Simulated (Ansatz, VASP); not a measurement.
## Al: VASP beside Ansatz

The input INCAR:

```
PREC     = Accurate       # precision mode
ENCUT    = 520            # plane-wave cutoff, eV
EDIFF    = 1E-7           # SCF threshold, eV
ISMEAR   = 0              # smearing method
SIGMA    = 0.15           # smearing width, eV
LREAL    = False          # projectors in reciprocal space
LASPH    = True           # aspherical terms in the spheres
NELM     = 100            # most SCF steps
ALGO     = Fast           # electronic algorithm
ISIF     = 2              # what is computed and relaxed
LWAVE    = False          # write WAVECAR
LCHARG   = False          # write CHGCAR
GGA      = PE             # functional
NBANDS   = 10             # bands
```

Contents of KPOINTS:

```
Automatic mesh
0
Gamma
  20 20 12
```

File POSCAR:

```
Al
1.0
   -1.6390231263      1.6390231263      1.6175102401
    1.6390231263     -1.6390231263      1.6175102401
    3.2780462525      3.2780462525      0.0000000000
Al
2
Direct
    0.0390818832     -0.0390818832      0.0000000000
    0.4609181168      0.5390818832      0.5000000000
```

Input for Ansatz:

```yaml
crystal:
  lattice:
    - [-1.6390231263, 1.6390231263, 1.6175102401]
    - [1.6390231263, -1.6390231263, 1.6175102401]
    - [3.2780462525, 3.2780462525, 0.0]
  atoms:
    - { symbol: Al, position: [0.0390818832, -0.0390818832, 0.0] }
    - { symbol: Al, position: [0.4609181168, 0.5390818832, 0.5] }
basis:
  ecutwfc: 420
kpoints:
  mp_grid: { grid: [20, 20, 12] }
hamiltonian:
  xc: pbe
scf:
  occupations: { method: gaussian, width: 0.15 }
output:
  forces: true
  stress: true
  eigenvalues: true
```

Change from the starting cell: mode 1 frozen in at -0.179 Å, equal normal strain along x and y +0.0133.

Alike in both runs: task single point; functional PBE; k mesh 20 × 20 × 12; occupations gaussian, width 0.15 eV; no spin polarisation.

|  | VASP | Ansatz |
| --- | --- | --- |
| version | VASP 6.6.1 | Ansatz 0.2.0 |
| potentials or method | VASP PAW PBE potentials, release 64 (Al), cutoff 520 eV | scalar-relativistic, plane waves, PAW |
| valence electrons in the cell | 6 | 6 |

```csv
,VASP,Ansatz,Ansatz less VASP
gap on the k mesh at the Fermi level (eV),none,none,-
pressure (GPa),-1.9,-1.9,+0.02
"traceless stress, the component that is largest in VASP (GPa)",-0.74,-0.75,-0.004
rms of the force components (eV/Å),0.080,0.080,-0.0003
```

Atom by atom the forces differ by 0.000 eV/Å (rms over components). A gap of «none» marks a metal or a gap that the smearing closes. The functional is the same, so the differences come from potentials, cutoffs and numerics.
